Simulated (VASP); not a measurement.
A run of VASP 6.6.1 is set up as follows.

INCAR

```
PREC = Accurate ; ENCUT = 500
EDIFF = 1E-6 ; ISMEAR = 0
SIGMA = 0.02 ; LREAL = F
LASPH = T ; NELM = 120
ALGO = Normal ; ISIF = 2
LWAVE = F ; LCHARG = F
NBANDS = 16 ; GGA_COMPAT = F
```

KPOINTS

```
Automatic mesh
0
Gamma
  8 8 8
```

Contents of POSCAR:

```
ZnSe
1.0
    0.0000000000      2.7836603605      2.7836603605
    2.7836603605      0.0000000000      2.7836603605
    2.7836603605      2.7836603605      0.0000000000
Zn Se
1 1
Direct
    0.0000000000      0.0000000000      0.0000000000
    0.2500000000      0.2500000000      0.2500000000
```

Potentials or basis: VASP PAW LDA potentials, release 64 (Zn, Se).

Run with:

```sh
$ cat potpaw_LDA.64/Zn/POTCAR potpaw_LDA.64/Se/POTCAR > POTCAR
$ mpirun -np 1 vasp_std > vasp.out
```

(1) What does it give for the pressure?

(2) Estimate the band gap on the k mesh.

Results:

(1) 0.4 GPa.

(2) 1.29 eV, direct.
